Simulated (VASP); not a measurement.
A run of VASP 6.6.1 is set up as follows.

INCAR

```
PREC     = Accurate       # precision mode
ENCUT    = 600            # plane-wave cutoff, eV
EDIFF    = 1E-6           # SCF threshold, eV
ISMEAR   = 0              # smearing method
SIGMA    = 0.1            # smearing width, eV
LREAL    = False          # projectors in reciprocal space
LASPH    = True           # aspherical terms in the spheres
NELM     = 120            # most SCF steps
ALGO     = Normal         # electronic algorithm
ISIF     = 2              # what is computed and relaxed
LWAVE    = False          # write WAVECAR
LCHARG   = True           # write CHGCAR
GGA      = PS             # functional
LELF     = True           # ELF
LVHAR    = True         
NBANDS   = 15             # bands
GGA_COMPAT= False
```

The input KPOINTS:

```
Automatic mesh
0
Gamma
  24 24 24
```

The input POSCAR:

```
TaN
1.0
    0.0000000000      2.1879310193      2.1879310193
    2.1879310193      0.0000000000      2.1879310193
    2.1879310193      2.1879310193      0.0000000000
Ta N
1 1
Direct
    0.5000000000      0.5000000000      0.5000000000
    0.0000000000      0.0000000000      0.0000000000
```

Potentials or basis: VASP PAW PBE potentials, release 64 (Ta_pv, N).

The run is started by

```console
$ cat potpaw_PBE.64/Ta_pv/POTCAR potpaw_PBE.64/N/POTCAR > POTCAR
$ mpirun -np 1 vasp_std > vasp.out
```

Q: What does it give for the band gap on the k mesh?

A: Zero (band 8 reaches 11.50 eV, above the bottom of band 9 at 7.38 eV).

Q: Predict the pressure.

A: 0.8 GPa.

Caveat: the PAW data sets were made with another functional, which shifts forces and pressure a little; spin-orbit coupling is left out, which moves the levels of the heavy elements.
